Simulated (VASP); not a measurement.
# Tl (P6/mmm) in VASP: a series of runs

The runs below take Tl through relaxation of cell and atoms, with PBEsol.

Everything below comes from runs of VASP 6.6.1. Logs are shortened: lines on timing, memory, paths and dates and some standing lists are left out, and cuts for length are marked.

### 1 The cell of the first run

It takes space group P6/mmm (No. 191, hexagonal). The conventional cell has a = 4.614 Å, b = 4.614 Å, c = 2.861 Å, α = 90.00°, β = 90.00°, γ = 120.00°. Within 3.8 Å of Tl (site symmetry 6/mmm) lie 14 Tl at 2.86 to 3.02 Å. Tl (site symmetry -6m2) has 11 Tl at 2.66 to 3.02 Å within 3.5 Å.

This isn't the form of Tl at room conditions, which is hcp.

### 2 Relaxation of cell and atoms, PBEsol, target pressure 67 GPa, at which the enthalpy is minimised

Contents of INCAR:

```
SYSTEM = Tl
ALGO = Normal ; EDIFF = 1E-6
EDIFFG = -0.005 ; ENCUT = 600
GGA = PS ; IBRION = 2
ISIF = 3 ; ISMEAR = -1
LASPH = .TRUE. ; LCHARG = .FALSE.
LREAL = .FALSE. ; LWAVE = .FALSE.
NELM = 60 ; NSW = 60
PREC = Accurate ; PSTRESS = 670.0
SIGMA = 0.08
```

Contents of KPOINTS:

```
k-points
0
G
  8 8 11
  0 0 0
```

Contents of POSCAR:

```
Tl
1.0
    4.6144114965      0.0000000000      0.0000000000
   -2.3072057483      3.9961975795      0.0000000000
    0.0000000000      0.0000000000      2.8609351279
Tl
3
Direct
    0.0000000000      0.0000000000      0.0000000000
    0.3333333333      0.6666666667      0.5000000000
    0.6666666667      0.3333333333      0.5000000000
```

Potentials or basis: VASP PAW PBE potentials, release 64 (Tl_d).

The run is started by

```bash
$ cat potpaw_PBE.64/Tl_d/POTCAR > POTCAR
$ mpirun -np 1 vasp_std > vasp.out
```

OUTCAR:

```text
SYSTEM = Tl
   EDIFF = 1E-6
   EDIFFG = -0.005
   ENCUT = 600
   GGA = PS
   IBRION = 2
   ISIF = 3
   ISMEAR = -1
   LASPH = .TRUE.
   LREAL = .FALSE.
   NELM = 60
   NSW = 60
   PREC = Accurate
   PSTRESS = 670.0

 ion  position               nearest neighbor table
   1  0.000  0.000  0.000-   2 3.02   3 3.02   2 3.02   3 3.02   3 3.02   3 3.02   2 3.02   2 3.02
                             3 3.02   3 3.02   2 3.02   2 3.02
   2  0.333  0.667  0.500-   3 2.66   3 2.66   3 2.66   1 3.02   1 3.02   1 3.02   1 3.02   1 3.02
                             1 3.02   3 3.91   3 3.91   3 3.91   3 3.91   3 3.91   3 3.91
   3  0.667  0.333  0.500-   2 2.66   2 2.66   2 2.66   1 3.02   1 3.02   1 3.02   1 3.02   1 3.02
                             1 3.02   2 3.91   2 3.91   2 3.91   2 3.91   2 3.91   2 3.91

  LATTYP: Found a hexagonal cell.
 ALAT       =     4.6144114965
 C/A-ratio  =     0.6200000000

  Lattice vectors:

 A1 = (   4.6144114965,   0.0000000000,   0.0000000000)
 A2 = (  -2.3072057483,   3.9961975795,   0.0000000000)
 A3 = (   0.0000000000,   0.0000000000,   2.8609351279)

Analysis of symmetry for initial positions (statically):
=====================================================================
 Subroutine PRICEL returns:
 Original cell was already a primitive cell.

 Routine SETGRP: Setting up the symmetry group for a
 hexagonal supercell.

 Subroutine GETGRP returns: Found 24 space group operations
 (whereof 24 operations were pure point group operations)
 out of a pool of 24 trial point group operations.

The static configuration has the point symmetry D_6h.

Analysis of symmetry for dynamics (positions and initial velocities):
=====================================================================
 Subroutine PRICEL returns:
 Original cell was already a primitive cell.

 Routine SETGRP: Setting up the symmetry group for a
 hexagonal supercell.

 Subroutine GETGRP returns: Found 24 space group operations
 (whereof 24 operations were pure point group operations)
 out of a pool of 24 trial point group operations.

The dynamic configuration has the point symmetry D_6h.

 Subroutine INISYM returns: Found 24 space group operations
 (whereof 24 operations are pure point group operations),
 and found     1 'primitive' translations

----------------------------------------------------------------------------------------

                                     Primitive cell

  volume of cell :      52.7559

  direct lattice vectors                    reciprocal lattice vectors
     4.614411496  0.000000000  0.000000000     0.216712359  0.125118939  0.000000000
    -2.307205748  3.996197579  0.000000000     0.000000000  0.250237877  0.000000000
     0.000000000  0.000000000  2.860935128     0.000000000  0.000000000  0.349536063

  length of vectors
     4.614411496  4.614411497  2.860935128     0.250237877  0.250237877  0.349536063

  position of ions in fractional coordinates (direct lattice)
     0.000000000  0.000000000  0.000000000
     0.333333333  0.666666667  0.500000000
     0.666666667  0.333333333  0.500000000

  ion indices of the primitive-cell ions
   primitive index   ion index
                 1           1
                 2           2
                 3           3

----------------------------------------------------------------------------------------

 KPOINTS: k-points

Automatic generation of k-mesh.
 Grid dimensions read from file:
 generate k-points for:    8    8   11

 Generating k-lattice:

  Cartesian coordinates                     Fractional coordinates (reciprocal lattice)
     0.027089045  0.015639867  0.000000000     0.125000000  0.000000000  0.000000000
     0.000000000  0.031279735  0.000000000     0.000000000  0.125000000  0.000000000
     0.000000000  0.000000000  0.031776006     0.000000000  0.000000000  0.090909091

  Length of vectors
     0.031279735  0.031279735  0.031776006

  Shift w.r.t. Gamma in fractional coordinates (k-lattice)
     0.000000000  0.000000000  0.000000000

 Subroutine IBZKPT returns following result:
 ===========================================

 Found     60 irreducible k-points:

 Following reciprocal coordinates:
            Coordinates               Weight
  0.000000  0.000000  0.000000      1.000000
  0.125000  0.000000  0.000000      6.000000
  0.250000  0.000000  0.000000      6.000000
  0.375000  0.000000  0.000000      6.000000
  0.500000  0.000000  0.000000      3.000000
  0.125000  0.125000  0.000000      6.000000
[... 16 lines left out ...]
  0.250000  0.000000  0.181818     12.000000
  0.375000  0.000000  0.181818     12.000000
 [... further k-points ...]
   k-points           NKPTS =     60   k-points in BZ     NKDIM =     60   number of bands    NBANDS=     23
   number of dos      NEDOS =    301   number of ions     NIONS =      3
   total plane-waves  NPLWV =  38400
   dimension x,y,z NGX =    40 NGY =   40 NGZ =   24
   dimension x,y,z NGXF=    80 NGYF=   80 NGZF=   48
   ions per type =               3
   NGX,Y,Z   is equivalent  to a cutoff of  14.41, 14.41, 13.95 a.u.
   NGXF,Y,Z  is equivalent  to a cutoff of  28.82, 28.82, 27.89 a.u.
 SYSTEM =  Tl
   PREC   = accura    normal or accurate (medium, high low for compatibility)
   ISTART =      0    job   : 0-new  1-cont  2-samecut
   ICHARG =      2    charge: 1-file 2-atom 10-const
   ISPIN  =      1    spin polarized calculation?
   LNONCOLLINEAR =      F non collinear calculations
   LSORBIT =      F    spin-orbit coupling
   LASPH  =      T    aspherical Exc in radial PAW
   ENCUT  =  600.0 eV  44.10 Ry    6.64 a.u.   9.22  9.22  5.71*2*pi/ulx,y,z
   NELM   =     60;   NELMIN=  2; NELMDL= -5     # of ELM steps
   EDIFF  = 0.1E-05   stopping-criterion for ELM
   LREAL  =      F    real-space projection
   EDIFFG = -.5E-02   stopping-criterion for IOM
   NSW    =     60    number of steps for IOM
   IBRION =      2    ionic relax: 0-MD 1-quasi-New 2-CG
   NFREE  =      1    steps in history (QN), initial steepest desc. (CG)
   ISIF   =      3    stress and relaxation
   ISYM   =      2    0-nonsym 1-usesym 2-fastsym
   POTIM  = 0.5000    time-step for ionic-motion
   TEBEG  =    0.0;   TEEND  =   0.0 temperature during run
   PSTRESS=  670.0 pullay stress
   NELECT =      39.0000    total number of electrons
   NUPDOWN=      -1.0000    fix difference up-down
   EMIN   =  10.00;   EMAX   =-10.00  energy-range for DOS
   EFERMI =   0.00;   METHOD = LEGACY
   ISMEAR =    -1;   SIGMA  =   0.08  broadening in eV -4-tet -1-fermi 0-gaus
   EFERMI_NEDOS =   21; number of points for ismear=-14 and -15
   IALGO  =     38    algorithm
   IMIX   =      4    mixing-type and parameters
     AMIX     =   0.40;   BMIX     =  1.00
     AMIX_MAG =   1.60;   BMIX_MAG =  1.00
  volume/ion in A,a.u.               =      17.59       118.67
  Fermi-wavevector in a.u.,A,eV,Ry     =   1.480264  2.797294 29.812847  2.191182
  Thomas-Fermi vector in A             =   2.594320
   LORBIT       =      0    0 simple, 1 ext, 2 COOP (PROOUT), +10 PAW based schemes
   GGA     = PS    functional components
   LHFCALC =     F    Hartree Fock is set to
   AEXX    =    0.0000 exact exchange contribution
   IVDW    =     0    specifies the selected vdW correction
   LEPSILON=     F    determine dielectric tensor
   LRPA    =     F    only Hartree local field effects (RPA)
 conjugate gradient relaxation of ions
 non-spin polarized calculation
  energy-cutoff  :      600.00
  volume of cell :       52.76
 maximum number of plane-waves:      1782
 NGX is ok and might be reduce to    40
   NGX = 19   NGY = 19   NGZ = 11

--------------------------------------- Ionic step        1  -------------------------------------------

 number of electron      39.0000005 magnetization

 Free energy of the ion-electron system (eV)
  ---------------------------------------------------
  ext. energy  EPLUGINS =         0.00000000
  ---------------------------------------------------
  free energy    TOTEN  =        -3.50089430 eV

  energy without entropy =       -3.46981197  energy(sigma->0) =       -3.48535313

------------------------ aborting loop because EDIFF is reached ----------------------------------------

  FORCE on cell =-STRESS in cart. coord.  units (eV):
  Direction    XX          YY          ZZ          XY          YZ          ZX
  --------------------------------------------------------------------------------------
  -------------------------------------------------------------------------------------
  Total       23.4522900     23.4522900     20.9564993     -0.0000000     -0.0000000      0.0000000
  in kB      712.2370387    712.2370387    636.4408339     -0.0000000     -0.0000000      0.0000000
  external PRESSURE =      16.9716371 kB  Pullay stress =     670.0000000 kB

 VOLUME and BASIS-vectors are now :
 -----------------------------------------------------------------------------
  energy-cutoff  :      600.00
  volume of cell :       52.76
      direct lattice vectors                 reciprocal lattice vectors
     4.614411496  0.000000000  0.000000000     0.216712359  0.125118939  0.000000000
    -2.307205748  3.996197579  0.000000000     0.000000000  0.250237877  0.000000000
     0.000000000  0.000000000  2.860935128     0.000000000  0.000000000  0.349536063
[... 204 lines left out ...]
  FREE ENERGIE OF THE ION-ELECTRON SYSTEM (eV)
  ---------------------------------------------------
  free  energy   TOTEN  =        -3.6337857272 eV

  energy  without entropy=       -3.6054820315  energy(sigma->0) =       -3.61963388

  enthalpy is  TOTEN    =        18.5193587297 eV   P V=       22.1531444569

--------------------------------------- Ionic step        7  -------------------------------------------

 number of electron      38.9999997 magnetization

 Free energy of the ion-electron system (eV)
  ---------------------------------------------------
  ext. energy  EPLUGINS =         0.00000000
  ---------------------------------------------------
  free energy    TOTEN  =        -3.65566500 eV

  energy without entropy =       -3.62739342  energy(sigma->0) =       -3.64152921

 E-fermi :  13.3911     XC(G=0): -12.9903

 val. band max:       13.3895695935   @ k =   0.2500   0.2500   0.2727
 cond. band min:      13.3919527605   @ k =   0.0000   0.0000   0.2727
 fundamental gap:      0.0023831670
 Fermi energy:        13.3911184646

 k-point     1 :       0.0000    0.0000    0.0000
  band No.  band energies     occupation
      1      -1.5323      2.00000
      2      -1.1292      2.00000
      3      -0.3468      2.00000
      4      -0.2114      2.00000
      5       0.0564      2.00000
      6       0.0564      2.00000
[... 15 lines left out ...]
     22      11.9766      2.00000
     23      19.7215      0.00000
[... 575 lines left out ...]
      1      -0.8241      2.00000
      2      -0.5176      2.00000
      3      -0.4818      2.00000
      4      -0.1624      2.00000
      5       0.1260      2.00000
      6       0.1821      2.00000
[... 15 lines left out ...]
     22      18.3341      0.00000
     23      19.4471      0.00000

 [... further k-points ...]

------------------------ aborting loop because EDIFF is reached ----------------------------------------

  FORCE on cell =-STRESS in cart. coord.  units (eV):
  Direction    XX          YY          ZZ          XY          YZ          ZX
  --------------------------------------------------------------------------------------
  -------------------------------------------------------------------------------------
  Total       22.1651332     22.1651332     22.1681881     -0.0000000      0.0000000      0.0000000
  in kB      669.7033509    669.7033509    669.7956521     -0.0000000      0.0000000      0.0000000
  external PRESSURE =      -0.2658820 kB  Pullay stress =     670.0000000 kB

 VOLUME and BASIS-vectors are now :
 -----------------------------------------------------------------------------
  energy-cutoff  :      600.00
  volume of cell :       53.03
      direct lattice vectors                 reciprocal lattice vectors
     4.688624358 -0.000000000  0.000000000     0.213282175  0.123138521  0.000000000
    -2.344312179  4.060467803 -0.000000000     0.000000000  0.246277042  0.000000000
     0.000000000 -0.000000000  2.785331855    -0.000000000  0.000000000  0.359023647

 POSITION                                       TOTAL-FORCE (eV/Angst)
 -----------------------------------------------------------------------------------
     -0.00000      0.00000      0.00000        -0.000000      0.000000      0.000000
     -0.00000      2.70698      1.39267        -0.000000     -0.000000     -0.000000
      2.34431      1.35349      1.39267         0.000000      0.000000      0.000000
 -----------------------------------------------------------------------------------
    total drift:                                0.000000     -0.000000      0.000000

  FREE ENERGIE OF THE ION-ELECTRON SYSTEM (eV)
  ---------------------------------------------------
  free  energy   TOTEN  =        -3.6556649963 eV

  energy  without entropy=       -3.6273934248  energy(sigma->0) =       -3.64152921

  enthalpy is  TOTEN    =        18.5192864184 eV   P V=       22.1749514147

 reached required accuracy - stopping structural energy minimisation
```

Run time: 9.9 min. Hardware: 1 thread of Intel Xeon 8259CL, shared host; peak memory 0.25 GiB.

Results:

```
Free energy                                                : -3.6557 eV
Relaxed volume                                             : 17.68 Å³/atom
Relaxed cell                                               : a = 4.689 Å, b = 4.689 Å, c = 2.785 Å, α = 90.00°, β = 90.00°, γ = 120.00°
Space group after relaxing (to 0.1 Å)                      : P6/mmm (No. 191)
Energy change on relaxing (the run minimises the enthalpy) : -51.6 meV/atom
Ionic steps                                                : 7
Pressure after relaxing                                    : 67.0 GPa
Band gap on the k mesh                                     : zero (an odd number of electrons rules out a gap without spin polarisation)
```

The path:
```csv
step,energy change (eV),largest force (eV/Å),pressure (GPa),volume (Å³)
1,0.0000,0.0000,68.70,52.76
2,-0.6054,0.0000,60.40,54.16
3,-0.4025,0.0000,63.20,53.66
4,-0.1646,0.0000,66.93,53.05
5,-0.2161,0.0000,66.13,53.18
6,-0.1329,0.0000,67.33,52.98
7,-0.1548,0.0000,66.97,53.03
```

Final structure:
```cif
data_structure
_symmetry_space_group_name_H-M 'P 1'
_symmetry_Int_Tables_number 1
_cell_length_a 4.6886
_cell_length_b 4.6886
_cell_length_c 2.7853
_cell_angle_alpha 90.000
_cell_angle_beta 90.000
_cell_angle_gamma 120.000
_cell_volume 53.03
loop_
_atom_site_label
_atom_site_type_symbol
_atom_site_fract_x
_atom_site_fract_y
_atom_site_fract_z
_atom_site_occupancy
Tl1 Tl 0.00000 0.00000 0.00000 1
Tl2 Tl 0.33333 0.66667 0.50000 1
Tl3 Tl 0.66667 0.33333 0.50000 1
```

Levels at points of the mesh, in eV from the Fermi level:
```
           k point  band 16  band 17  band 18  band 19  band 20  band 21  band 22  band 23
(0.00, 0.00, 0.00)   -11.57    -4.28    -3.74    -1.44    -1.44    -1.41    -1.41     6.33
(0.50, 0.00, 0.00)   -11.09   -10.78    -5.72    -4.88     4.65     4.74     6.53     6.54
```

Caveat: the cell is relaxed towards a set pressure, so the run minimises the enthalpy, not the energy; the PAW data sets were made with another functional, which shifts forces and pressure a little; spin-orbit coupling is left out, which moves the levels of the heavy elements.

### 3 Relaxation of cell and atoms, PBEsol, target pressure 67 GPa, at which the enthalpy is minimised

This run uses another cell than the first one, of 17.67 Å³/atom.

Contents of INCAR:

```
SYSTEM = Tl
PREC     = Accurate       ! precision mode
ENCUT    = 600            ! plane-wave cutoff, eV
EDIFF    = 1E-6           ! SCF threshold, eV
ISMEAR   = -1             ! smearing method
SIGMA    = 0.08           ! smearing width, eV
LREAL    = .FALSE.        ! projectors in reciprocal space
LASPH    = .TRUE.         ! aspherical terms in the spheres
NELM     = 100            ! most SCF steps
ALGO     = Normal         ! electronic algorithm
ISIF     = 3              ! what is computed and relaxed
LWAVE    = .FALSE.        ! write WAVECAR
LCHARG   = .FALSE.        ! write CHGCAR
GGA      = PS             ! functional
IBRION   = 2              ! ionic algorithm
NSW      = 32             ! ionic steps
EDIFFG   = -0.005         ! ionic threshold
PSTRESS  = 670.0
```

Contents of KPOINTS:

```
regular mesh
0
G
  8 8 11
  0 0 0
```

Contents of POSCAR:

```
Tl
1.0
    4.6881301893      0.0000000000      0.0000000000
   -2.3440650947      4.0600398402      0.0000000000
    0.0000000000      0.0000000000      2.7849569259
Tl
3
Direct
    0.0000000000      0.0000000000      0.0000000000
    0.3333333333      0.6666666667      0.5000000000
    0.6666666667      0.3333333333      0.5000000000
```

Potentials or basis: VASP PAW PBE potentials, release 64 (Tl_d).

The run is started by

```bash
$ cat potpaw_PBE.64/Tl_d/POTCAR > POTCAR
$ mpirun -np 1 vasp_std > vasp.out
```

Run time: 5 min. Hardware: 1 thread of Intel Xeon 8259CL, shared host; peak memory 0.24 GiB.

Results (log left out):

| Property | Result |
| --- | --- |
| Free energy | -3.6572 eV |
| Relaxed volume | 17.68 Å³/atom |
| Relaxed cell | a = 4.689 Å, b = 4.689 Å, c = 2.785 Å, α = 90.00°, β = 90.00°, γ = 120.00° |
| Space group after relaxing (to 0.1 Å) | P6/mmm (No. 191) |
| Energy change on relaxing (the run minimises the enthalpy) | -3.0 meV/atom |
| Ionic steps | 3 |
| Pressure after relaxing | 67.0 GPa |
| Band gap on the k mesh | zero (an odd number of electrons rules out a gap without spin polarisation) |

The path:
| step | energy change (eV) | largest force (eV/Å) | pressure (GPa) | volume (Å³) |
| --- | --- | --- | --- | --- |
| 1 | 0.0000 | 0.0000 | 67.15 | 53.01 |
| 2 | -0.0521 | 0.0000 | 66.33 | 53.13 |
| 3 | -0.0090 | 0.0000 | 67.00 | 53.03 |

Final structure:
```cif
data_structure
_symmetry_space_group_name_H-M 'P 1'
_symmetry_Int_Tables_number 1
_cell_length_a 4.6888
_cell_length_b 4.6888
_cell_length_c 2.7853
_cell_angle_alpha 90.000
_cell_angle_beta 90.000
_cell_angle_gamma 120.000
_cell_volume 53.03
loop_
_atom_site_label
_atom_site_type_symbol
_atom_site_fract_x
_atom_site_fract_y
_atom_site_fract_z
_atom_site_occupancy
Tl1 Tl 0.00000 0.00000 0.00000 1
Tl2 Tl 0.33333 0.66667 0.50000 1
Tl3 Tl 0.66667 0.33333 0.50000 1
```

Levels at points of the mesh, in eV from the Fermi level:
```csv
k point,band 15,band 16,band 17,band 18,band 19,band 20,band 21,band 22,band 23
"(0.00, 0.00, 0.00)",-11.57,-11.57,-4.28,-3.74,-1.44,-1.44,-1.41,-1.41,6.33
"(0.50, 0.00, 0.00)",-11.53,-11.09,-10.78,-5.72,-4.88,4.65,4.74,6.53,6.54
```

Caveat: the cell is relaxed towards a set pressure, so the run minimises the enthalpy, not the energy; the PAW data sets were made with another functional, which shifts forces and pressure a little; spin-orbit coupling is left out, which moves the levels of the heavy elements.
